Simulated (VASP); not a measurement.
# SnO: single point with PBE+D3(BJ)

The system is SnO.

```
Sn O
1.0
     3.61085    0.00000    0.00000
     0.00000    3.61085    0.00000
     0.00000    0.00000    5.37760
Sn O
2 2
Direct
  0.00000 0.50000 0.24324
  0.50000 0.00000 0.75676
  0.00000 0.00000 0.00000
  0.50000 0.50000 0.00000
```

This cell differs from its parent crystal: ratio of the length along z to the lengths across it x 1.2, volume and fractional coordinates fixed.

| Item | Value |
| --- | --- |
| Program | VASP 6.6.1 |
| Task | single point |
| Functional | PBE |
| Dispersion | D3(BJ) |
| Potentials or basis | VASP PAW PBE potentials, release 64 (Sn_d, O) |
| Cutoff | 520 eV |
| k mesh | 14 × 14 × 12 |
| Occupations | gaussian, width 0.15 eV |
| Spin | no spin polarisation |

* Pressure: 2.2 GPa
* Largest force: 1.289 eV/Å
* Band gap on the k mesh: zero (bands 20 and 21 overlap by 0.40 eV)
* Dispersion energy per atom: -0.235 eV

Forces on the atoms (eV/Å):
```
Sn   0.000  0.000 -1.289
Sn   0.000  0.000  1.289
O    0.000  0.000  0.000
O    0.000  0.000  0.000
```

Stress tensor (GPa, compression positive):
```
 7.98  0.00  0.00
 0.00  7.98  0.00
 0.00  0.00 -9.28
```

Levels at points of the mesh, in eV from the Fermi level:
| k point | band 16 | band 17 | band 18 | band 19 | band 20 | band 21 | band 22 | band 23 | band 24 | band 25 |
| --- | --- | --- | --- | --- | --- | --- | --- | --- | --- | --- |
| (0.00, 0.00, 0.00) | -5.79 | -3.39 | -2.29 | -2.29 | 0.15 | 2.67 | 4.47 | 4.87 | 4.87 | 5.38 |
| (0.50, 0.00, 0.00) | -5.09 | -4.21 | -4.21 | -3.09 | -3.09 | 2.51 | 2.51 | 6.26 | 6.26 | 6.46 |
| (0.50, 0.50, 0.00) | -5.36 | -2.23 | -2.23 | -1.65 | -1.65 | -0.25 | -0.25 | 3.79 | 3.79 | 5.89 |
| (0.00, 0.00, 0.50) | -3.85 | -3.41 | -3.26 | -2.30 | -2.30 | 3.10 | 3.32 | 3.32 | 4.82 | 7.41 |
| (0.50, 0.00, 0.50) | -5.15 | -4.20 | -4.20 | -2.15 | -2.15 | 1.67 | 1.67 | 5.96 | 5.96 | 6.90 |
| (0.50, 0.50, 0.50) | -5.68 | -2.70 | -2.70 | -1.65 | -1.65 | 1.82 | 1.82 | 3.00 | 3.00 | 5.68 |

Run time: 11 min on 1 thread of Intel Xeon 8259CL (shared host), peak memory 0.49 GiB.

Caveat: semilocal functionals underestimate gaps, so a narrow gap can read as zero; spin-orbit coupling is left out, which moves the levels of the heavy elements; forces of over 1 eV/Å act on the atoms, so gaps and moduli don't describe the material at rest.
